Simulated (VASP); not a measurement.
Input of a VASP 6.6.1 run:

The input INCAR:

```
SYSTEM = LiF
ALGO = Normal
EDIFF = 1E-7
ENCUT = 520
ISIF = 2
ISMEAR = 0
LASPH = .TRUE.
LCHARG = .TRUE.
LELF = .TRUE.
LREAL = .FALSE.
LVHAR = .TRUE.
LWAVE = .FALSE.
NBANDS = 12
NELM = 80
PREC = Accurate
SIGMA = 0.05
```

File KPOINTS:

```
k-points
0
G
  10 10 10
  0 0 0
```

POSCAR

```
LiF
1.0
    0.0000000000      1.9413249000      1.9413249000
    1.9413249000      0.0000000000      1.9413249000
    1.9413249000      1.9413249000      0.0000000000
Li F
1 1
Direct
    0.0000000000      0.0000000000      0.0000000000
    0.5000000000      0.5000000000      0.5000000000
```

Potentials or basis: VASP PAW LDA potentials, release 64 (Li_sv, F).

Run with:

```bash
$ cat potpaw_LDA.64/Li_sv/POTCAR potpaw_LDA.64/F/POTCAR > POTCAR
$ mpirun -np 1 vasp_std > vasp.out
```

Question: Estimate the band gap on the k mesh.

Answer: 9.90 eV, direct.

 A k mesh can miss the band edges.
